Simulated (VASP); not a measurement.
# Bi2Se3 (R-3m) in VASP: a series of runs

Runs on Bi2Se3. Level: PBE. Tasks: single point.

Program: VASP 6.6.1. These are calculated values, not measurements. Logs are shortened: lines on timing, memory, paths and dates and some standing lists are left out, and cuts for length are marked.

## 1. The cell of the first run

The structure is trigonal, space group R-3m (No. 166). The conventional cell has a = 3.977 Å, b = 3.977 Å, c = 30.497 Å, α = 90.00°, β = 90.00°, γ = 120.00°. Within 3.7 Å of Bi (site symmetry 3m) lie 6 Se at 2.82 to 3.04 Å. Se (site symmetry 3m) has 3 Bi at 2.82 Å and 3 Se at 3.69 Å within 3.7 Å. Within 4.0 Å of Se (site symmetry -3m) lie 6 Bi at 3.04 Å and 6 Se at 3.98 Å.

## 2. Single point, PBE (epitaxial xy strain -4.0%)

The input, INCAR:

```
PREC = Accurate
ENCUT = 520
EDIFF = 1E-7
ISMEAR = -1
SIGMA = 0.02
LREAL = F
LASPH = T
NELM = 60
ALGO = Normal
ISIF = 2
LWAVE = F
LCHARG = T
GGA = PE
LELF = T
LVHAR = T
NBANDS = 32
```

The input, KPOINTS:

```
Automatic mesh
0
Gamma
  8 8 8
```

The input, POSCAR:

```
Bi2Se3
1.0
    1.9883362263      1.1479664555     10.1658081165
   -1.9883362263      1.1479664555     10.1658081165
    0.0000000000     -2.2959329110     10.1658081165
Bi Se
2 3
Direct
    0.3988557224      0.3988557224      0.3988557224
    0.6011442776      0.6011442776      0.6011442776
    0.2141066929      0.2141066929      0.2141066929
    0.7858933071      0.7858933071      0.7858933071
    0.0000000000      0.0000000000      0.0000000000
```

Potentials or basis: VASP PAW PBE potentials, release 64 (Bi_d, Se).

Run with:

```sh
$ cat potpaw_PBE.64/Bi_d/POTCAR potpaw_PBE.64/Se/POTCAR > POTCAR
$ mpirun -np 1 vasp_std > vasp.out
```

OUTCAR:

```text
PREC = Accurate
   ENCUT = 520
   EDIFF = 1E-7
   ISMEAR = -1
   LREAL = F
   LASPH = T
   NELM = 60
   ISIF = 2
   GGA = PE

 ion  position               nearest neighbor table
   1  0.399  0.399  0.399-   4 2.82   4 2.82   4 2.82   5 3.04   5 3.04   5 3.04
   2  0.601  0.601  0.601-   3 2.82   3 2.82   3 2.82   5 3.04   5 3.04   5 3.04
   3  0.214  0.214  0.214-   2 2.82   2 2.82   2 2.82
   4  0.786  0.786  0.786-   1 2.82   1 2.82   1 2.82
   5  0.000  0.000  0.000-   2 3.04   2 3.04   1 3.04   1 3.04   2 3.04   1 3.04

  LATTYP: Found a trigonal (rhomboedric) cell.
 ALAT       =    10.4218502481
 COS(alpha) =     0.9272019093

  Lattice vectors:

 A1 = (   1.9883362263,   1.1479664555,  10.1658081165)
 A2 = (  -1.9883362263,   1.1479664555,  10.1658081165)
 A3 = (   0.0000000000,  -2.2959329110,  10.1658081165)

Analysis of symmetry for initial positions (statically):
=====================================================================
 Subroutine PRICEL returns:
 Original cell was already a primitive cell.

 Routine SETGRP: Setting up the symmetry group for a
 trigonal (rhombohedral) supercell.

 Subroutine GETGRP returns: Found 12 space group operations
 (whereof 12 operations were pure point group operations)
 out of a pool of 12 trial point group operations.

The static configuration has the point symmetry D_3d.

Analysis of symmetry for dynamics (positions and initial velocities):
=====================================================================
 Subroutine PRICEL returns:
 Original cell was already a primitive cell.

 Routine SETGRP: Setting up the symmetry group for a
 trigonal (rhombohedral) supercell.

 Subroutine GETGRP returns: Found 12 space group operations
 (whereof 12 operations were pure point group operations)
 out of a pool of 12 trial point group operations.

The dynamic configuration has the point symmetry D_3d.

 Subroutine INISYM returns: Found 12 space group operations
 (whereof 12 operations are pure point group operations),
 and found     1 'primitive' translations

----------------------------------------------------------------------------------------

                                     Primitive cell

  volume of cell :     139.2234

  direct lattice vectors                    reciprocal lattice vectors
     1.988336226  1.147966455 10.165808116     0.251466524  0.145184266  0.032789654
    -1.988336226  1.147966455 10.165808116    -0.251466524  0.145184266  0.032789654
     0.000000000 -2.295932911 10.165808116     0.000000000 -0.290368531  0.032789654

  length of vectors
    10.421850248 10.421850248 10.421850248     0.292214040  0.292214040  0.292214040

  position of ions in fractional coordinates (direct lattice)
     0.398855722  0.398855722  0.398855722
     0.601144278  0.601144278  0.601144278
     0.214106693  0.214106693  0.214106693
     0.785893307  0.785893307  0.785893307
     0.000000000  0.000000000  0.000000000

  ion indices of the primitive-cell ions
   primitive index   ion index
                 1           1
                 2           2
                 3           3
                 4           4
                 5           5

----------------------------------------------------------------------------------------

 KPOINTS: Automatic mesh

Automatic generation of k-mesh.
 Grid dimensions read from file:
 generate k-points for:    8    8    8

 Generating k-lattice:

  Cartesian coordinates                     Fractional coordinates (reciprocal lattice)
     0.031433316  0.018148033  0.004098707     0.125000000  0.000000000  0.000000000
    -0.031433316  0.018148033  0.004098707     0.000000000  0.125000000  0.000000000
     0.000000000 -0.036296066  0.004098707     0.000000000  0.000000000  0.125000000

  Length of vectors
     0.036526755  0.036526755  0.036526755

  Shift w.r.t. Gamma in fractional coordinates (k-lattice)
     0.000000000  0.000000000  0.000000000

 Subroutine IBZKPT returns following result:
 ===========================================

 Found     65 irreducible k-points:

 Following reciprocal coordinates:
            Coordinates               Weight
  0.000000  0.000000  0.000000      1.000000
  0.125000  0.000000  0.000000      6.000000
  0.250000  0.000000  0.000000      6.000000
  0.375000 -0.000000  0.000000      6.000000
  0.500000  0.000000  0.000000      3.000000
  0.125000  0.125000  0.000000      6.000000
[... 16 lines left out ...]
  0.250000  0.125000  0.125000      6.000000
  0.375000  0.125000  0.125000      6.000000
 [... further k-points ...]
   k-points           NKPTS =     65   k-points in BZ     NKDIM =     65   number of bands    NBANDS=     32
   number of dos      NEDOS =    301   number of ions     NIONS =      5
   total plane-waves  NPLWV = 512000
   dimension x,y,z NGX =    80 NGY =   80 NGZ =   80
   dimension x,y,z NGXF=   160 NGYF=  160 NGZF=  160
   ions per type =               2   3
   NGX,Y,Z   is equivalent  to a cutoff of  12.76, 12.76, 12.76 a.u.
   NGXF,Y,Z  is equivalent  to a cutoff of  25.52, 25.52, 25.52 a.u.
 SYSTEM =  unknown system
   PREC   = accura    normal or accurate (medium, high low for compatibility)
   ISTART =      0    job   : 0-new  1-cont  2-samecut
   ICHARG =      2    charge: 1-file 2-atom 10-const
   ISPIN  =      1    spin polarized calculation?
   LNONCOLLINEAR =      F non collinear calculations
   LSORBIT =      F    spin-orbit coupling
   LASPH  =      T    aspherical Exc in radial PAW
   ENCUT  =  520.0 eV  38.22 Ry    6.18 a.u.  19.38 19.38 19.38*2*pi/ulx,y,z
   NELM   =     60;   NELMIN=  2; NELMDL= -5     # of ELM steps
   EDIFF  = 0.1E-06   stopping-criterion for ELM
   LREAL  =      F    real-space projection
   EDIFFG = 0.1E-05   stopping-criterion for IOM
   NSW    =      0    number of steps for IOM
   IBRION =     -1    ionic relax: 0-MD 1-quasi-New 2-CG
   NFREE  =      0    steps in history (QN), initial steepest desc. (CG)
   ISIF   =      2    stress and relaxation
   ISYM   =      2    0-nonsym 1-usesym 2-fastsym
   POTIM  = 0.5000    time-step for ionic-motion
   TEBEG  =    0.0;   TEEND  =   0.0 temperature during run
   PSTRESS=    0.0 pullay stress
   NELECT =      48.0000    total number of electrons
   NUPDOWN=      -1.0000    fix difference up-down
   EMIN   =  10.00;   EMAX   =-10.00  energy-range for DOS
   EFERMI =   0.00;   METHOD = LEGACY
   ISMEAR =    -1;   SIGMA  =   0.02  broadening in eV -4-tet -1-fermi 0-gaus
   EFERMI_NEDOS =   21; number of points for ismear=-14 and -15
   IALGO  =     38    algorithm
   IMIX   =      4    mixing-type and parameters
     AMIX     =   0.40;   BMIX     =  1.00
     AMIX_MAG =   1.60;   BMIX_MAG =  1.00
  volume/ion in A,a.u.               =      27.84       187.91
  Fermi-wavevector in a.u.,A,eV,Ry     =   1.147936  2.169285 17.929188  1.317758
  Thomas-Fermi vector in A             =   2.284614
   LORBIT       =      0    0 simple, 1 ext, 2 COOP (PROOUT), +10 PAW based schemes
   GGA     = PE    functional components
   LHFCALC =     F    Hartree Fock is set to
   AEXX    =    0.0000 exact exchange contribution
   IVDW    =     0    specifies the selected vdW correction
   LEPSILON=     F    determine dielectric tensor
   LRPA    =     F    only Hartree local field effects (RPA)
 non-spin polarized calculation
  energy-cutoff  :      520.00
  volume of cell :      139.22
 maximum number of plane-waves:      3806
 NGX is ok and might be reduce to    80
   NGX = 39   NGY = 39   NGZ = 39

 number of electron      47.9999997 magnetization

 Free energy of the ion-electron system (eV)
  ---------------------------------------------------
  ext. energy  EPLUGINS =         0.00000000
  ---------------------------------------------------
  free energy    TOTEN  =       -19.97336592 eV

  energy without entropy =      -19.97336592  energy(sigma->0) =      -19.97336592

 E-fermi :   5.5634     XC(G=0):  -9.5588

 val. band max:        5.2634650562   @ k =   0.0000   0.0000   0.0000
 cond. band min:       5.8652769160   @ k =   0.0000   0.0000   0.0000
 fundamental gap:      0.6018118599
 Fermi energy:         5.5633883252

 k-point     1 :       0.0000    0.0000    0.0000
  band No.  band energies     occupation
      1     -17.9898      2.00000
      2     -17.9898      2.00000
      3     -17.9885      2.00000
      4     -17.9885      2.00000
      5     -17.9611      2.00000
      6     -17.9581      2.00000
[... 24 lines left out ...]
     31      10.6978      0.00000
     32      12.4307      0.00000

 k-point     2 :       0.1250    0.0000    0.0000
  band No.  band energies     occupation
      1     -17.9919      2.00000
      2     -17.9903      2.00000
      3     -17.9837      2.00000
      4     -17.9825      2.00000
      5     -17.9579      2.00000
      6     -17.9547      2.00000
[... 24 lines left out ...]
     31      10.7339      0.00000
     32      11.4376      0.00000

 k-point     3 :       0.2500    0.0000    0.0000
  band No.  band energies     occupation
      1     -17.9988      2.00000
      2     -17.9963      2.00000
      3     -17.9696      2.00000
      4     -17.9684      2.00000
      5     -17.9609      2.00000
      6     -17.9572      2.00000
[... 24 lines left out ...]
     31       9.7937      0.00000
     32      11.6917      0.00000

 k-point     4 :       0.3750   -0.0000    0.0000
  band No.  band energies     occupation
      1     -18.0075      2.00000
      2     -18.0037      2.00000
      3     -17.9692      2.00000
      4     -17.9647      2.00000
      5     -17.9591      2.00000
      6     -17.9569      2.00000
[... 654 lines left out ...]
     31      10.6957      0.00000
     32      12.2113      0.00000

 k-point    23 :       0.2500    0.1250    0.1250
  band No.  band energies     occupation
      1     -17.9919      2.00000
      2     -17.9903      2.00000
      3     -17.9837      2.00000
      4     -17.9825      2.00000
      5     -17.9578      2.00000
      6     -17.9547      2.00000
[... 24 lines left out ...]
     31      10.6943      0.00000
     32      11.5373      0.00000

 k-point    24 :       0.3750    0.1250    0.1250
  band No.  band energies     occupation
      1     -17.9988      2.00000
      2     -17.9963      2.00000
      3     -17.9696      2.00000
      4     -17.9684      2.00000
      5     -17.9609      2.00000
      6     -17.9572      2.00000
[... 24 lines left out ...]
     31       9.8094      0.00000
     32      11.7020      0.00000

 [... further k-points ...]

------------------------ aborting loop because EDIFF is reached ----------------------------------------

  FORCE on cell =-STRESS in cart. coord.  units (eV):
  Direction    XX          YY          ZZ          XY          YZ          ZX
  --------------------------------------------------------------------------------------
  -------------------------------------------------------------------------------------
  Total        5.3261305      5.3261305      2.0928159      0.0000000      0.0000000      0.0000000
  in kB       61.2929046     61.2929046     24.0840450      0.0000000      0.0000000      0.0000000
  external PRESSURE =      48.8899514 kB  Pullay stress =       0.0000000 kB

 VOLUME and BASIS-vectors are now :
 -----------------------------------------------------------------------------
  energy-cutoff  :      520.00
  volume of cell :      139.22
      direct lattice vectors                 reciprocal lattice vectors
     1.988336226  1.147966455 10.165808116     0.251466524  0.145184266  0.032789654
    -1.988336226  1.147966455 10.165808116    -0.251466524  0.145184266  0.032789654
     0.000000000 -2.295932911 10.165808116     0.000000000 -0.290368531  0.032789654

 POSITION                                       TOTAL-FORCE (eV/Angst)
 -----------------------------------------------------------------------------------
      0.00000      0.00000     12.16407         0.000000     -0.000000     -0.121148
      0.00000      0.00000     18.33335         0.000000      0.000000      0.121148
      0.00000      0.00000      6.52970         0.000000     -0.000000     -0.208322
      0.00000      0.00000     23.96772         0.000000      0.000000      0.208322
      0.00000      0.00000      0.00000         0.000000     -0.000000      0.000000
 -----------------------------------------------------------------------------------
    total drift:                               -0.000000     -0.000000     -0.000000

  FREE ENERGIE OF THE ION-ELECTRON SYSTEM (eV)
  ---------------------------------------------------
  free  energy   TOTEN  =       -19.9733659244 eV

  energy  without entropy=      -19.9733659237  energy(sigma->0) =      -19.97336592
```

Wall time 52 min (1 thread of Intel Xeon 8259CL, shared host); peak memory 1.1 GiB.

What came out:

```
Free energy            : -19.9734 eV
Pressure               : 4.9 GPa
Largest force          : 0.208 eV/Å
Band gap on the k mesh : 0.60 eV
```

Forces on the atoms (eV/Å):
```
Bi   0.000  0.000 -0.121
Bi   0.000  0.000  0.121
Se   0.000  0.000 -0.208
Se   0.000  0.000  0.208
Se   0.000  0.000  0.000
```

Caveat: the cell differs from its parent crystal (epitaxial xy strain -4.0%); the cell stands under pressure; spin-orbit coupling is left out, which moves the levels of the heavy elements. A k mesh can miss the band edges.

## 3. Single point, PBE (epitaxial xy strain -3.0%)

The input, INCAR:

```
  PREC = Accurate
  ENCUT = 520
  EDIFF = 1E-7
  ISMEAR = -1
  SIGMA = 0.02
  LREAL = False
  LASPH = True
  NELM = 100
  ALGO = Normal
  ISIF = 2
  LWAVE = False
  LCHARG = False
  GGA = PE
  NBANDS = 32
```

The input, KPOINTS:

```
regular mesh
0
Gamma
  8 8 8
```

The input, POSCAR:

```
Bi2Se3
1.0
    2.0090480620      1.1599244394     10.0611482820
   -2.0090480620      1.1599244394     10.0611482820
    0.0000000000     -2.3198488788     10.0611482820
Bi Se
2 3
Direct
    0.3989749578      0.3989749578      0.3989749578
    0.6010250422      0.6010250422      0.6010250422
    0.2141018642      0.2141018642      0.2141018642
    0.7858981358      0.7858981358      0.7858981358
    0.0000000000      0.0000000000      0.0000000000
```

Potentials or basis: VASP PAW PBE potentials, release 64 (Bi_d, Se).

Run with:

```sh
$ cat potpaw_PBE.64/Bi_d/POTCAR potpaw_PBE.64/Se/POTCAR > POTCAR
$ mpirun -np 1 vasp_std > vasp.out
```

It took 54 min on 1 thread of Intel Xeon 8259CL, shared host; peak memory 1 GiB.

The run converged. Its results:

* Free energy: -20.0528 eV
* Pressure: 4.2 GPa
* Largest force: 0.202 eV/Å
* Band gap on the k mesh: 0.54 eV

Forces on the atoms (eV/Å):
```
Bi   0.000  0.000 -0.116
Bi   0.000  0.000  0.116
Se   0.000  0.000 -0.202
Se   0.000  0.000  0.202
Se   0.000  0.000  0.000
```

Stress tensor (GPa, compression positive):
```
5.07 0.00 0.00
0.00 5.07 0.00
0.00 0.00 2.33
```

Levels at points of the mesh, in eV from the valence-band top:
```csv
k point,band 20,band 21,band 22,band 23,band 24,band 25,band 26,band 27,band 28,band 29
"(0.00, 0.00, 0.00)",-1.64,-1.64,-1.09,-1.09,0.00,0.54,1.68,1.68,2.36,2.79
"(0.50, 0.00, 0.00)",-3.05,-2.86,-2.29,-1.30,-0.75,0.88,1.99,2.64,2.91,3.87
"(0.50, 0.50, 0.00)",-2.59,-2.17,-1.86,-1.55,-1.39,1.10,1.82,2.45,2.97,3.55
"(0.50, 0.50, 0.50)",-1.48,-1.28,-1.19,-1.19,-0.60,0.84,1.86,1.86,2.35,2.59
```

Caveat: the cell differs from its parent crystal (epitaxial xy strain -3.0%); the cell stands under pressure; spin-orbit coupling is left out, which moves the levels of the heavy elements.

(Part 1 of 2 ends here.)
